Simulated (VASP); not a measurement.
# Rh in VASP: notebook

The runs below take Rh through single point, with PBE.

Everything below comes from runs of VASP 6.6.1. Logs are shortened: lines on timing, memory, paths and dates and some standing lists are left out, and cuts for length are marked.

## 1. The cell of the first run

The cell holds a slab with vacuum, 6 atoms: a = 2.689 Å, b = 2.689 Å, c = 28.979 Å, α = 90.00°, β = 90.00°, γ = 120.00°.

## 2. Single point, PBE

INCAR

```
ALGO = Normal
DIPOL = 0.5 0.5 0.501
EDIFF = 1E-6
ENCUT = 520
GGA = PE
IDIPOL = 3
ISIF = 2
ISMEAR = 0
LASPH = T
LCHARG = F
LDIPOL = T
LREAL = F
LWAVE = F
NBANDS = 54
NELM = 60
PREC = Accurate
SIGMA = 0.1
```

KPOINTS

```
k-points
0
Gamma
  12 12 1
```

POSCAR

```
Rh
1.0
    2.6891977997      0.0000000000      0.0000000000
   -1.3445988998      2.3289136103      0.0000000000
    0.0000000000      0.0000000000     28.9786038365
Rh
6
Direct
    0.6666666667      0.3333333333      0.3105739687
    0.3333333333      0.6666666667      0.3863443792
    0.0000000000      0.0000000000      0.4621147897
    0.6666666667      0.3333333333      0.5391876604
    0.3333333333      0.6666666667      0.6152766423
    0.0000000000      0.0000000000      0.6904454631
```

Potentials or basis: VASP PAW PBE potentials, release 64 (Rh_pv).

On the command line:

```console
cat potpaw_PBE.64/Rh_pv/POTCAR > POTCAR
mpirun -np 1 vasp_std > vasp.out
```

OUTCAR:

```text
EDIFF = 1E-6
   ENCUT = 520
   GGA = PE
   ISIF = 2
   ISMEAR = 0
   LASPH = T
   LREAL = F
   NELM = 60
   PREC = Accurate

 ion  position               nearest neighbor table
   1  0.667  0.333  0.311-   2 2.69   2 2.69   2 2.69
   2  0.333  0.667  0.386-   1 2.69   3 2.69   1 2.69   3 2.69   3 2.69   1 2.69
   3  0.000  0.000  0.462-   2 2.69   2 2.69   2 2.69   4 2.72   4 2.72   4 2.72
   4  0.667  0.333  0.539-   5 2.70   5 2.70   5 2.70   3 2.72   3 2.72   3 2.72
   5  0.333  0.667  0.615-   6 2.67   6 2.67   6 2.67   4 2.70   4 2.70   4 2.70
   6  0.000  0.000  0.690-   5 2.67   5 2.67   5 2.67

  LATTYP: Found a hexagonal cell.
 ALAT       =     2.6891977997
 C/A-ratio  =    10.7759287323

  Lattice vectors:

 A1 = (   2.6891977997,   0.0000000000,   0.0000000000)
 A2 = (  -1.3445988998,   2.3289136103,   0.0000000000)
 A3 = (   0.0000000000,   0.0000000000,  28.9786038365)

Analysis of symmetry for initial positions (statically):
=====================================================================
 Subroutine PRICEL returns:
 Original cell was already a primitive cell.

 Routine SETGRP: Setting up the symmetry group for a
 hexagonal supercell.

 Subroutine GETGRP returns: Found  6 space group operations
 (whereof  6 operations were pure point group operations)
 out of a pool of 24 trial point group operations.

The static configuration has the point symmetry C_3v.

Analysis of symmetry for dynamics (positions and initial velocities):
=====================================================================
 Subroutine PRICEL returns:
 Original cell was already a primitive cell.

 Routine SETGRP: Setting up the symmetry group for a
 hexagonal supercell.

 Subroutine GETGRP returns: Found  6 space group operations
 (whereof  6 operations were pure point group operations)
 out of a pool of 24 trial point group operations.

The dynamic configuration has the point symmetry C_3v.

 Subroutine INISYM returns: Found  6 space group operations
 (whereof  6 operations are pure point group operations),
 and found     1 'primitive' translations

----------------------------------------------------------------------------------------

                                     Primitive cell

  volume of cell :     181.4904

  direct lattice vectors                    reciprocal lattice vectors
     2.689197800  0.000000000  0.000000000     0.371858106  0.214692377  0.000000000
    -1.344598900  2.328913610  0.000000000     0.000000000  0.429384755  0.000000000
     0.000000000  0.000000000 28.978603836     0.000000000  0.000000000  0.034508219

[... 98 lines left out ...]
   EMIN   =  10.00;   EMAX   =-10.00  energy-range for DOS
   EFERMI =   0.00;   METHOD = LEGACY
   ISMEAR =     0;   SIGMA  =   0.10  broadening in eV -4-tet -1-fermi 0-gaus
   EFERMI_NEDOS =   21; number of points for ismear=-14 and -15
   IALGO  =     38    algorithm
   IMIX   =      4    mixing-type and parameters
     AMIX     =   0.40;   BMIX     =  1.00
     AMIX_MAG =   1.60;   BMIX_MAG =  1.00
  volume/ion in A,a.u.               =      30.25       204.13
  Fermi-wavevector in a.u.,A,eV,Ry     =   1.295799  2.448706 22.845492  1.679096
  Thomas-Fermi vector in A             =   2.427296
   LORBIT       =      0    0 simple, 1 ext, 2 COOP (PROOUT), +10 PAW based schemes
   GGA     = PE    functional components
   LHFCALC =     F    Hartree Fock is set to
   AEXX    =    0.0000 exact exchange contribution
   IVDW    =     0    specifies the selected vdW correction
   LEPSILON=     F    determine dielectric tensor
   LRPA    =     F    only Hartree local field effects (RPA)
 non-spin polarized calculation
 Gauss-broadening in eV      SIGMA  =   0.10
  energy-cutoff  :      520.00
  volume of cell :      181.49
 maximum number of plane-waves:      4965
 NGX is ok and might be reduce to    20
   NGX =  9   NGY =  9   NGZ =107

 dipolmoment           0.000000      0.000000      0.000005 electrons x Angstroem

 number of electron      89.9999994 magnetization

 dipolmoment           0.000000      0.000000     -0.000047 electrons x Angstroem

 Free energy of the ion-electron system (eV)
  ---------------------------------------------------
  ext. energy  EPLUGINS =         0.00000000
  ---------------------------------------------------
  free energy    TOTEN  =       -42.00101607 eV

  energy without entropy =      -41.95889944  energy(sigma->0) =      -41.97995775

 E-fermi :   2.6064     XC(G=0):  -7.0512

 val. band max:        2.6059938731   @ k =   0.1667   0.1667   0.0000
 cond. band min:       2.6379925721   @ k =   0.2500   0.0833   0.0000
 fundamental gap:      0.0319986990
 Fermi energy:         2.6063838229

 k-point     1 :       0.0000    0.0000    0.0000
  band No.  band energies     occupation
      1     -44.4229      2.00000
      2     -44.3126      2.00000
      3     -44.0777      2.00000
      4     -43.8793      2.00000
      5     -43.8793      2.00000
      6     -43.8722      2.00000
[... 1072 lines left out ...]
     53       9.8872      0.00000
     54      10.3206      0.00000

------------------------ aborting loop because EDIFF is reached ----------------------------------------

 vacuum level on the upper side and lower side of the slab       (xc-potential included)        -0.234        -0.233

  FORCE on cell =-STRESS in cart. coord.  units (eV):
  Direction    XX          YY          ZZ          XY          YZ          ZX
  --------------------------------------------------------------------------------------
  -------------------------------------------------------------------------------------
  Total       -0.1067559     -0.1067559     -0.1559376     -0.0000000     -0.0000000     -0.0000000
  in kB       -0.9424292     -0.9424292     -1.3766002     -0.0000000     -0.0000000     -0.0000000
  external PRESSURE =      -1.0871529 kB  Pullay stress =       0.0000000 kB

 VOLUME and BASIS-vectors are now :
 -----------------------------------------------------------------------------
  energy-cutoff  :      520.00
  volume of cell :      181.49
      direct lattice vectors                 reciprocal lattice vectors
     2.689197800  0.000000000  0.000000000     0.371858106  0.214692377  0.000000000
    -1.344598900  2.328913610  0.000000000     0.000000000  0.429384755  0.000000000
     0.000000000  0.000000000 28.978603836     0.000000000  0.000000000  0.034508219

 POSITION                                       TOTAL-FORCE (eV/Angst)
 -----------------------------------------------------------------------------------
      1.34460      0.77630      9.00000        -0.000000     -0.000000      0.122212
     -0.00000      1.55261     11.19572         0.000000     -0.000000     -0.176716
      0.00000      0.00000     13.39144        -0.000000     -0.000000      0.044462
      1.34460      0.77630     15.62491         0.000000      0.000000      0.006085
     -0.00000      1.55261     17.82986        -0.000000      0.000000      0.001852
      0.00000      0.00000     20.00815        -0.000000     -0.000000      0.002106
 -----------------------------------------------------------------------------------
    total drift:                                0.000000     -0.000000     -0.000034

  FREE ENERGIE OF THE ION-ELECTRON SYSTEM (eV)
  ---------------------------------------------------
  free  energy   TOTEN  =       -42.0010160713 eV

  energy  without entropy=      -41.9588994368  energy(sigma->0) =      -41.97995775

 vacuum level on the upper side and lower side of the slab         7.559         7.559
```

stdout:

```text
POSCAR found type information on POSCAR Rh
 POSCAR found :  1 types and       6 ions
 scaLAPACK will be used
 LDA part: xc-table for (Slater+PW92), standard interpolation
 POSCAR, INCAR and KPOINTS ok, starting setup
 FFT: planning ... GRIDC
 FFT: planning ... GRID_SOFT
 FFT: planning ... GRID
 WAVECAR not read
 entering main loop
```

Wall time 8.4 min (1 thread of Intel Xeon Platinum 8488C (Sapphire Rapids), shared host); peak memory 0.33 GiB.

Results:

| Property | Result |
| --- | --- |
| Free energy | -42.0010 eV |
| Largest force | 0.177 eV/Å |
| Band gap on the k mesh | zero (bands 45 and 46 overlap by 1.72 eV) |

Forces on the atoms (eV/Å):
```
Rh   0.000  0.000  0.122
Rh   0.000  0.000 -0.177
Rh   0.000  0.000  0.044
Rh   0.000  0.000  0.006
Rh   0.000  0.000  0.002
Rh   0.000  0.000  0.002
```

## 3. Single point, PBE

INCAR

```
PREC     = Accurate       # precision mode
ENCUT    = 520            # plane-wave cutoff, eV
EDIFF    = 1E-6           # SCF threshold, eV
ISMEAR   = 0              # smearing method
SIGMA    = 0.1            # smearing width, eV
LREAL    = False          # projectors in reciprocal space
LASPH    = True           # aspherical terms in the spheres
NELM     = 60             # most SCF steps
ALGO     = Normal         # electronic algorithm
ISIF     = 2              # what is computed and relaxed
LWAVE    = False          # write WAVECAR
LCHARG   = False          # write CHGCAR
LDIPOL   = True         
IDIPOL   = 3            
DIPOL    = 0.5 0.5 0.501
GGA      = PE             # functional
NBANDS   = 54             # bands
```

KPOINTS

```
Automatic mesh
0
Gamma
  21 21 1
```

POSCAR

```
Rh
1.0
    2.6891978000      0.0000000000      0.0000000000
   -1.3445989000      2.3289136100      0.0000000000
    0.0000000000      0.0000000000     28.9786038365
Rh
6
Direct
    0.6666666666      0.3333333334      0.3105739687
    0.3333333334      0.6666666668      0.3863443792
    0.0000000000      0.0000000000      0.4621147897
    0.6666666666      0.3333333334      0.5391876604
    0.3333333334      0.6666666668      0.6152766423
    0.0000000000      0.0000000000      0.6904454631
```

Potentials or basis: VASP PAW PBE potentials, release 64 (Rh_pv).

On the command line:

```console
cat potpaw_PBE.64/Rh_pv/POTCAR > POTCAR
mpirun -np 1 vasp_std > vasp.out
```

OUTCAR:

```text
PREC = Accurate
   ENCUT = 520
   EDIFF = 1E-6
   ISMEAR = 0
   LREAL = False
   LASPH = True
   NELM = 60
   ISIF = 2
   GGA = PE

 ion  position               nearest neighbor table
   1  0.667  0.333  0.311-   2 2.69   2 2.69   2 2.69
   2  0.333  0.667  0.386-   1 2.69   1 2.69   3 2.69   3 2.69   3 2.69   1 2.69
   3  0.000  0.000  0.462-   2 2.69   2 2.69   2 2.69   4 2.72   4 2.72   4 2.72
   4  0.667  0.333  0.539-   5 2.70   5 2.70   5 2.70   3 2.72   3 2.72   3 2.72
   5  0.333  0.667  0.615-   6 2.67   6 2.67   6 2.67   4 2.70   4 2.70   4 2.70
   6  0.000  0.000  0.690-   5 2.67   5 2.67   5 2.67

  LATTYP: Found a hexagonal cell.
 ALAT       =     2.6891978000
 C/A-ratio  =    10.7759287311

  Lattice vectors:

 A1 = (   2.6891978000,   0.0000000000,   0.0000000000)
 A2 = (  -1.3445989000,   2.3289136100,   0.0000000000)
 A3 = (   0.0000000000,   0.0000000000,  28.9786038365)

Analysis of symmetry for initial positions (statically):
=====================================================================
 Subroutine PRICEL returns:
 Original cell was already a primitive cell.

 Routine SETGRP: Setting up the symmetry group for a
 hexagonal supercell.

 Subroutine GETGRP returns: Found  6 space group operations
 (whereof  6 operations were pure point group operations)
 out of a pool of 24 trial point group operations.

The static configuration has the point symmetry C_3v.

Analysis of symmetry for dynamics (positions and initial velocities):
=====================================================================
 Subroutine PRICEL returns:
 Original cell was already a primitive cell.

 Routine SETGRP: Setting up the symmetry group for a
 hexagonal supercell.

 Subroutine GETGRP returns: Found  6 space group operations
 (whereof  6 operations were pure point group operations)
 out of a pool of 24 trial point group operations.

The dynamic configuration has the point symmetry C_3v.

 Subroutine INISYM returns: Found  6 space group operations
 (whereof  6 operations are pure point group operations),
 and found     1 'primitive' translations

----------------------------------------------------------------------------------------

                                     Primitive cell

  volume of cell :     181.4904

  direct lattice vectors                    reciprocal lattice vectors
     2.689197800  0.000000000  0.000000000     0.371858106  0.214692378  0.000000000
    -1.344598900  2.328913610  0.000000000     0.000000000  0.429384755  0.000000000
     0.000000000  0.000000000 28.978603836     0.000000000  0.000000000  0.034508219

  length of vectors
     2.689197800  2.689197799 28.978603836     0.429384755  0.429384755  0.034508219

  position of ions in fractional coordinates (direct lattice)
     0.666666667  0.333333333  0.310573969
     0.333333333  0.666666667  0.386344379
     0.000000000  0.000000000  0.462114790
     0.666666667  0.333333333  0.539187660
     0.333333333  0.666666667  0.615276642
     0.000000000  0.000000000  0.690445463

  ion indices of the primitive-cell ions
   primitive index   ion index
                 1           1
                 2           2
                 3           3
                 4           4
                 5           5
[... 55 lines left out ...]
   k-points           NKPTS =     48   k-points in BZ     NKDIM =     48   number of bands    NBANDS=     54
   number of dos      NEDOS =    301   number of ions     NIONS =      6
   total plane-waves  NPLWV =  86400
   dimension x,y,z NGX =    20 NGY =   20 NGZ =  216
   dimension x,y,z NGXF=    40 NGYF=   40 NGZF=  432
   ions per type =               6
   NGX,Y,Z   is equivalent  to a cutoff of  12.36, 12.36, 12.39 a.u.
   NGXF,Y,Z  is equivalent  to a cutoff of  24.73, 24.73, 24.78 a.u.
 SYSTEM =  unknown system
   PREC   = accura    normal or accurate (medium, high low for compatibility)
   ISTART =      0    job   : 0-new  1-cont  2-samecut
   ICHARG =      2    charge: 1-file 2-atom 10-const
   ISPIN  =      1    spin polarized calculation?
   LNONCOLLINEAR =      F non collinear calculations
   LSORBIT =      F    spin-orbit coupling
   LASPH  =      T    aspherical Exc in radial PAW
   ENCUT  =  520.0 eV  38.22 Ry    6.18 a.u.   5.00  5.00 53.88*2*pi/ulx,y,z
   NELM   =     60;   NELMIN=  2; NELMDL= -5     # of ELM steps
   EDIFF  = 0.1E-05   stopping-criterion for ELM
   LREAL  =      F    real-space projection
   EDIFFG = 0.1E-04   stopping-criterion for IOM
   NSW    =      0    number of steps for IOM
   IBRION =     -1    ionic relax: 0-MD 1-quasi-New 2-CG
   NFREE  =      0    steps in history (QN), initial steepest desc. (CG)
   ISIF   =      2    stress and relaxation
   ISYM   =      2    0-nonsym 1-usesym 2-fastsym
   POTIM  = 0.5000    time-step for ionic-motion
   TEBEG  =    0.0;   TEEND  =   0.0 temperature during run
   PSTRESS=    0.0 pullay stress
   NELECT =      90.0000    total number of electrons
   NUPDOWN=      -1.0000    fix difference up-down
   EMIN   =  10.00;   EMAX   =-10.00  energy-range for DOS
   EFERMI =   0.00;   METHOD = LEGACY
   ISMEAR =     0;   SIGMA  =   0.10  broadening in eV -4-tet -1-fermi 0-gaus
   EFERMI_NEDOS =   21; number of points for ismear=-14 and -15
   IALGO  =     38    algorithm
   IMIX   =      4    mixing-type and parameters
     AMIX     =   0.40;   BMIX     =  1.00
     AMIX_MAG =   1.60;   BMIX_MAG =  1.00
  volume/ion in A,a.u.               =      30.25       204.13
  Fermi-wavevector in a.u.,A,eV,Ry     =   1.295799  2.448706 22.845492  1.679096
  Thomas-Fermi vector in A             =   2.427296
   LORBIT       =      0    0 simple, 1 ext, 2 COOP (PROOUT), +10 PAW based schemes
   GGA     = PE    functional components
   LHFCALC =     F    Hartree Fock is set to
   AEXX    =    0.0000 exact exchange contribution
   IVDW    =     0    specifies the selected vdW correction
   LEPSILON=     F    determine dielectric tensor
   LRPA    =     F    only Hartree local field effects (RPA)
 non-spin polarized calculation
 Gauss-broadening in eV      SIGMA  =   0.10
  energy-cutoff  :      520.00
  volume of cell :      181.49
 maximum number of plane-waves:      4965
 NGX is ok and might be reduce to    20
   NGX =  9   NGY =  9   NGZ =107

 dipolmoment           0.000000      0.000000      0.000914 electrons x Angstroem

 number of electron      89.9999994 magnetization

 dipolmoment           0.000000      0.000000     -0.000098 electrons x Angstroem

 Free energy of the ion-electron system (eV)
  ---------------------------------------------------
  ext. energy  EPLUGINS =         0.00000000
  ---------------------------------------------------
  free energy    TOTEN  =       -41.98813606 eV

  energy without entropy =      -41.94364316  energy(sigma->0) =      -41.96588961

 E-fermi :   2.6047     XC(G=0):  -7.0541

 val. band max:        2.6008611855   @ k =   0.4762   0.0476   0.0000
 cond. band min:       2.6178760985   @ k =   0.1905   0.1429   0.0000
 fundamental gap:      0.0170149131
 Fermi energy:         2.6047176708

 k-point     1 :       0.0000    0.0000    0.0000
  band No.  band energies     occupation
      1     -44.4341      2.00000
      2     -44.3205      2.00000
      3     -44.0875      2.00000
      4     -43.8816      2.00000
      5     -43.8816      2.00000
      6     -43.8758      2.00000
[... 1357 lines left out ...]
     53       5.2829      0.00000
     54       6.8339      0.00000

 [... further k-points ...]

------------------------ aborting loop because EDIFF is reached ----------------------------------------

 vacuum level on the upper side and lower side of the slab       (xc-potential included)        -0.218        -0.216

  FORCE on cell =-STRESS in cart. coord.  units (eV):
  Direction    XX          YY          ZZ          XY          YZ          ZX
  --------------------------------------------------------------------------------------
  -------------------------------------------------------------------------------------
  Total       -0.1296671     -0.1296671     -0.0407391     -0.0000000      0.0000000      0.0000000
  in kB       -1.1446872     -1.1446872     -0.3596402     -0.0000000      0.0000000      0.0000000
  external PRESSURE =      -0.8830049 kB  Pullay stress =       0.0000000 kB

 VOLUME and BASIS-vectors are now :
 -----------------------------------------------------------------------------
  energy-cutoff  :      520.00
  volume of cell :      181.49
      direct lattice vectors                 reciprocal lattice vectors
     2.689197800  0.000000000  0.000000000     0.371858106  0.214692378  0.000000000
    -1.344598900  2.328913610  0.000000000     0.000000000  0.429384755  0.000000000
     0.000000000  0.000000000 28.978603836     0.000000000  0.000000000  0.034508219

 POSITION                                       TOTAL-FORCE (eV/Angst)
 -----------------------------------------------------------------------------------
      1.34460      0.77630      9.00000        -0.000000      0.000000      0.102085
      0.00000      1.55261     11.19572         0.000000      0.000000     -0.148200
      0.00000      0.00000     13.39144        -0.000000      0.000000      0.008272
      1.34460      0.77630     15.62491        -0.000000      0.000000      0.041595
      0.00000      1.55261     17.82986         0.000000     -0.000000     -0.025947
      0.00000      0.00000     20.00815        -0.000000      0.000000      0.022196
 -----------------------------------------------------------------------------------
    total drift:                                0.000001     -0.000001     -0.000060

  FREE ENERGIE OF THE ION-ELECTRON SYSTEM (eV)
  ---------------------------------------------------
  free  energy   TOTEN  =       -41.9881360556 eV

  energy  without entropy=      -41.9436431605  energy(sigma->0) =      -41.96588961

 vacuum level on the upper side and lower side of the slab         7.575         7.578
```

It took 17 min on 1 thread of Intel Xeon Platinum 8488C (Sapphire Rapids), shared host; peak memory 0.48 GiB.

Results:

```
Free energy            : -41.9881 eV
Largest force          : 0.148 eV/Å
Band gap on the k mesh : zero (bands 45 and 46 overlap by 1.70 eV)
```

Forces on the atoms (eV/Å):
```
Rh   0.000  0.000  0.102
Rh   0.000  0.000 -0.148
Rh   0.000  0.000  0.008
Rh   0.000  0.000  0.042
Rh   0.000  0.000 -0.026
Rh   0.000  0.000  0.022
```

Levels at points of the mesh, in eV from the Fermi level:
```
           k point  band 41  band 42  band 43  band 44  band 45  band 46  band 47  band 48
(0.00, 0.00, 0.00)    -1.04    -1.01    -1.01    -0.99    -0.99    -0.71    -0.71    -0.24
```

The gap in the log of VASP goes by the Fermi energy; the results here count the filled bands.